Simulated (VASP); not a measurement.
# NiO (R-3m) in VASP: electric field gradients with PBE

Aim: the electric field gradients of NiO with PBE.

Everything below comes from runs of VASP 6.6.1. Logs are shortened: lines on timing, memory, paths and dates and some standing lists are left out, and cuts for length are marked.

### 1 The cell of the first run

It takes space group R-3m (No. 166, trigonal). Conventional cell: a = 2.971 Å, b = 2.971 Å, c = 7.229 Å, α = 90.00°, β = 90.00°, γ = 120.00°. Within 2.8 Å of Ni (site symmetry -3m) lie 6 O at 2.10 Å. Within 2.8 Å of O (site symmetry -3m) lie 6 Ni at 2.10 Å.

### 2 Electric field gradients, PBE, collinear spin, antiferromagnetic start

INCAR

```
SYSTEM = NiO
ALGO = Normal
EDIFF = 1E-8
ENCUT = 520
GGA = PE
ISIF = 2
ISMEAR = 0
ISPIN = 2
LASPH = .TRUE.
LCHARG = .FALSE.
LEFG = .TRUE.
LMAXMIX = 4
LORBIT = 11
LREAL = .FALSE.
LWAVE = .FALSE.
MAGMOM = 1.51 -1.51 0 0
NBANDS = 28
NELM = 150
PREC = Accurate
SIGMA = 0.05
```

KPOINTS

```
k-points
0
G
  10 10 10
  0 0 0
```

POSCAR

```
NiO
1.0
   -2.0823767579     -2.0823767579      4.1830721375
   -4.1830721375     -2.0823767579      2.0823767579
   -2.0823767579     -4.1830721375      2.0823767579
Ni O
2 2
Direct
    0.0000000000      0.0000000000      0.0000000000
    0.5000000000      0.5000000000      0.5000000000
    1.2499992777     -0.7500007223     -0.7500007223
    1.7500007223     -0.2499992777     -0.2499992777
```

Potentials or basis: VASP PAW PBE potentials, release 64 (Ni, O).

Command:

```sh
$ cat potpaw_PBE.64/Ni/POTCAR potpaw_PBE.64/O/POTCAR > POTCAR
$ mpirun -np 1 vasp_std > vasp.out
```

OUTCAR:

```text
SYSTEM = NiO
   EDIFF = 1E-8
   ENCUT = 520
   GGA = PE
   ISIF = 2
   ISMEAR = 0
   ISPIN = 2
   LASPH = .TRUE.
   LORBIT = 11
   LREAL = .FALSE.
   NELM = 150
   PREC = Accurate

 ion  position               nearest neighbor table
   1  0.000  0.000  0.000-   4 2.10   3 2.10   3 2.10   4 2.10   4 2.10   3 2.10   2 2.96   2 2.96
                             2 2.96   2 2.96   2 2.96   2 2.96
   2  0.500  0.500  0.500-   3 2.10   4 2.10   4 2.10   3 2.10   3 2.10   4 2.10   1 2.96   1 2.96
                             1 2.96   1 2.96   1 2.96   1 2.96
   3  0.250  0.250  0.250-   2 2.10   2 2.10   2 2.10   1 2.10   1 2.10   1 2.10
   4  0.750  0.750  0.750-   2 2.10   2 2.10   2 2.10   1 2.10   1 2.10   1 2.10

  LATTYP: Found a trigonal (rhomboedric) cell.
 ALAT       =     5.1157285338
 COS(alpha) =     0.8313791868

  Lattice vectors:

 A1 = (  -2.0823767579,  -2.0823767579,   4.1830721375)
 A2 = (  -4.1830721375,  -2.0823767579,   2.0823767579)
 A3 = (  -2.0823767579,  -4.1830721375,   2.0823767579)

Analysis of symmetry for initial positions (statically):
=====================================================================
 Subroutine PRICEL returns following result:

  LATTYP: Found a trigonal (rhomboedric) cell.
 ALAT       =     2.9578928559
 COS(alpha) =     0.4956160208
[... 12 lines left out ...]
 Subroutine GETGRP returns: Found 12 space group operations
 (whereof 12 operations were pure point group operations)
 out of a pool of 12 trial point group operations.

The static configuration has the point symmetry D_3d.

Analysis of symmetry for dynamics (positions and initial velocities):
=====================================================================
 Subroutine PRICEL returns following result:

  LATTYP: Found a trigonal (rhomboedric) cell.
 ALAT       =     2.9578928559
 COS(alpha) =     0.4956160208
[... 12 lines left out ...]
 Subroutine GETGRP returns: Found 12 space group operations
 (whereof 12 operations were pure point group operations)
 out of a pool of 12 trial point group operations.

The dynamic configuration has the point symmetry D_3d.

Analysis of structural, dynamic, and magnetic symmetry:
=====================================================================
 Subroutine PRICEL returns following result:

  LATTYP: Found a trigonal (rhomboedric) cell.
 ALAT       =     2.9578928559
 COS(alpha) =     0.4956160208
[... 12 lines left out ...]
 Subroutine GETGRP returns: Found 12 space group operations
 (whereof 12 operations were pure point group operations)
 out of a pool of 12 trial point group operations.

The overall configuration has the point symmetry D_3d.

 Subroutine INISYM returns: Found 12 space group operations
 (whereof 12 operations are pure point group operations),
 and found     2 'primitive' translations

----------------------------------------------------------------------------------------

                                     Primitive cell

  volume of cell :      18.4191

  direct lattice vectors                    reciprocal lattice vectors
    -2.091536069  0.009159311  2.091536069    -0.238538731  0.237494115  0.238538731
    -2.091536069 -2.091536069 -0.009159311    -0.238538731 -0.238538731 -0.237494115
     0.009159311 -2.091536069  2.091536069     0.237494115 -0.238538731  0.238538731

  length of vectors
     2.957892856  2.957892856  2.957892856     0.412558974  0.412558974  0.412558974

  position of ions in fractional coordinates (direct lattice)
     0.000000000  0.000000000  0.000000000
     0.499998555  0.499998555  0.499998555

  ion indices of the primitive-cell ions
   primitive index   ion index
                 1           1
                 2           3

----------------------------------------------------------------------------------------

 KPOINTS: k-points

Automatic generation of k-mesh.
 Grid dimensions read from file:
 generate k-points for:   10   10   10

 Generating k-lattice:

[... 80 lines left out ...]
     AMIX     =   0.40;   BMIX     =  1.00
     AMIX_MAG =   1.60;   BMIX_MAG =  1.00
  volume/ion in A,a.u.               =       9.21        62.15
  Fermi-wavevector in a.u.,A,eV,Ry     =   1.562038  2.951824 33.197716  2.439963
  Thomas-Fermi vector in A             =   2.665015
   LORBIT       =     11    0 simple, 1 ext, 2 COOP (PROOUT), +10 PAW based schemes
   GGA     = PE    functional components
   LHFCALC =     F    Hartree Fock is set to
   AEXX    =    0.0000 exact exchange contribution
   IVDW    =     0    specifies the selected vdW correction
   LEPSILON=     F    determine dielectric tensor
   LRPA    =     F    only Hartree local field effects (RPA)
 spin polarized calculation
 Gauss-broadening in eV      SIGMA  =   0.05
  energy-cutoff  :      520.00
  volume of cell :       36.84
 maximum number of plane-waves:      1019
 NGX is ok and might be reduce to    40
   NGX = 19   NGY = 19   NGZ = 19

 number of electron      32.0000000 magnetization       0.0000000

 number of electron      32.0000011 magnetization      -0.0000000

 Free energy of the ion-electron system (eV)
  ---------------------------------------------------
  ext. energy  EPLUGINS =         0.00000000
  ---------------------------------------------------
  free energy    TOTEN  =       -23.48738448 eV

  energy without entropy =      -23.48738448  energy(sigma->0) =      -23.48738448

 E-fermi :   7.4944     XC(G=0): -12.6133

 val. band max:        7.1923871042   @ k =   0.3000   0.3000   0.1000
 cond. band min:       8.1216603817   @ k =   0.5000   0.3000   0.3000
 fundamental gap:      0.9292732775
 Fermi energy:         7.4943961210

 spin component 1

 k-point     1 :       0.0000    0.0000    0.0000
  band No.  band energies     occupation
      1     -12.3695      1.00000
      2     -10.9917      1.00000
      3      -0.2030      1.00000
      4       2.3087      1.00000
      5       2.3088      1.00000
      6       4.9480      1.00000
[... 733 lines left out ...]
     27      26.1282      0.00000
     28      29.0994      0.00000

 [... further k-points ...]

 spin component 2

 k-point     1 :       0.0000    0.0000    0.0000
  band No.  band energies     occupation
      1     -12.3695      1.00000
      2     -10.9917      1.00000
      3      -0.2030      1.00000
      4       2.3084      1.00000
      5       2.3085      1.00000
      6       4.9480      1.00000
[... 733 lines left out ...]
     27      26.1282      0.00000
     28      29.0994      0.00000

 [... further k-points ...]

------------------------ aborting loop because EDIFF is reached ----------------------------------------

  FORCE on cell =-STRESS in cart. coord.  units (eV):
  Direction    XX          YY          ZZ          XY          YZ          ZX
  --------------------------------------------------------------------------------------
  -------------------------------------------------------------------------------------
  Total       -0.0299835     -0.0299835     -0.0299835      0.0027459     -0.0027459     -0.0027459
  in kB       -1.3040495     -1.3040495     -1.3040495      0.1194245     -0.1194245     -0.1194245
  external PRESSURE =      -1.3040495 kB  Pullay stress =       0.0000000 kB

 VOLUME and BASIS-vectors are now :
 -----------------------------------------------------------------------------
  energy-cutoff  :      520.00
  volume of cell :       36.84
      direct lattice vectors                 reciprocal lattice vectors
    -2.082376758 -2.082376758  4.183072137     0.118747058  0.118747058  0.357285788
    -4.183072137 -2.082376758  2.082376758    -0.357285788  0.118747058 -0.118747058
    -2.082376758 -4.183072137  2.082376758     0.118747058 -0.357285788 -0.118747058

 POSITION                                       TOTAL-FORCE (eV/Angst)
 -----------------------------------------------------------------------------------
      0.00000      0.00000      0.00000         0.000000      0.000000      0.000000
     -4.17391     -4.17391      4.17391         0.000000      0.000000      0.000000
     -2.08695     -2.08695      2.08695         0.000000     -0.000000     -0.000000
     -6.26088     -6.26088      6.26088        -0.000000      0.000000     -0.000000
 -----------------------------------------------------------------------------------
    total drift:                               -0.000000     -0.000000      0.000000

  FREE ENERGIE OF THE ION-ELECTRON SYSTEM (eV)
  ---------------------------------------------------
  free  energy   TOTEN  =       -23.4873844841 eV

  energy  without entropy=      -23.4873844841  energy(sigma->0) =      -23.48738448

 Electric field gradients (V/A^2)
---------------------------------------------------------------------
 ion       V_xx      V_yy      V_zz      V_xy      V_xz      V_yz
---------------------------------------------------------------------
   1      -0.000    -0.000     0.000     0.399    -0.399    -0.399
   2       0.000    -0.000    -0.000     0.398    -0.398    -0.398
   3      -0.000    -0.000    -0.000    -2.158     2.158     2.158
   4      -0.000    -0.000     0.000    -2.158     2.158     2.158
---------------------------------------------------------------------

 Electric field gradients after diagonalization (V/A^2)
 (convention: |V_zz| > |V_xx| > |V_yy|)
----------------------------------------------------------------------
 ion       V_xx      V_yy      V_zz     asymmetry (V_yy - V_xx)/ V_zz
----------------------------------------------------------------------
   1      -0.399    -0.399     0.798       0.000
   2      -0.398    -0.398     0.797       0.000
   3       2.158     2.158    -4.315       0.000
   4       2.158     2.158    -4.315       0.000
----------------------------------------------------------------------

           NMR quadrupolar parameters

 Cq : quadrupolar parameter    Cq=e*Q*V_zz/h
 eta: asymmetry parameters     (V_yy - V_xx)/ V_zz
 Q  : nuclear electric quadrupole moment in mb (millibarn)
----------------------------------------------------------------------
 ion       Cq(MHz)       eta       Q (mb)
----------------------------------------------------------------------
   1       0.002       0.000       1.000
   2       0.002       0.000       1.000
   3      -0.010       0.000       1.000
   4      -0.010       0.000       1.000
----------------------------------------------------------------------

 total charge

# of ion       s       p       d       tot
------------------------------------------
    1        0.326   0.393   8.257   8.976
    2        0.326   0.393   8.257   8.976
    3        1.562   3.405   0.000   4.966
    4        1.562   3.405   0.000   4.966
--------------------------------------------------
tot          3.776   7.596  16.514  27.885

 magnetization (x)

# of ion       s       p       d       tot
------------------------------------------
    1       -0.009  -0.013   1.372   1.350
    2        0.009   0.013  -1.372  -1.350
    3        0.000   0.000   0.000   0.000
    4        0.000   0.000   0.000   0.000
--------------------------------------------------
tot          0.000   0.000   0.000   0.000
```

Wall time 11 min (1 thread of Intel Xeon Platinum 8375C at 2.90GHz (Ice Lake), shared host); peak memory 0.4 GiB.

Results:

* Free energy: -23.4874 eV
* Pressure: -0.1 GPa
* Band gap on the k mesh: 0.93 eV
* Net moment: 0.00 μB per cell
* Site moments: Ni +1.35, -1.35; O +0.00 μB
* Valence electrons inside the program's atomic spheres: Ni 8.98; O 4.97

Levels at points of the mesh, in eV from the valence-band top:
Spin up:
```csv
k point,band 14,band 15,band 16,band 17,band 18,band 19
"(0.00, 0.00, 0.00)",-0.58,-0.58,-0.30,2.05,2.05,2.17
"(0.50, 0.00, 0.00)",-0.31,-0.28,-0.12,1.51,1.52,8.04
"(0.50, 0.50, 0.00)",-0.40,-0.25,-0.14,2.10,2.16,6.21
"(0.50, 0.50, 0.50)",-0.63,-0.08,-0.08,1.53,1.53,4.83
```
Spin down:
| k point | band 14 | band 15 | band 16 | band 17 | band 18 | band 19 |
| --- | --- | --- | --- | --- | --- | --- |
| (0.00, 0.00, 0.00) | -0.58 | -0.58 | -0.29 | 2.05 | 2.05 | 2.17 |
| (0.50, 0.00, 0.00) | -0.31 | -0.28 | -0.12 | 1.51 | 1.53 | 8.04 |
| (0.50, 0.50, 0.00) | -0.40 | -0.25 | -0.13 | 2.10 | 2.16 | 6.21 |
| (0.50, 0.50, 0.50) | -0.63 | -0.08 | -0.08 | 1.53 | 1.53 | 4.83 |

Electric field gradients, principal values (V/Å²):
```tsv
atom	least	middle	greatest (by size)
1 Ni	-0.399	-0.399	0.798
2 Ni	-0.398	-0.398	0.797
3 O	2.158	2.158	-4.315
4 O	2.158	2.158	-4.315
```

Caveat: without QUAD_EFG the Cq values of the log hold for a quadrupole moment of 1 mb, not for the nuclei.
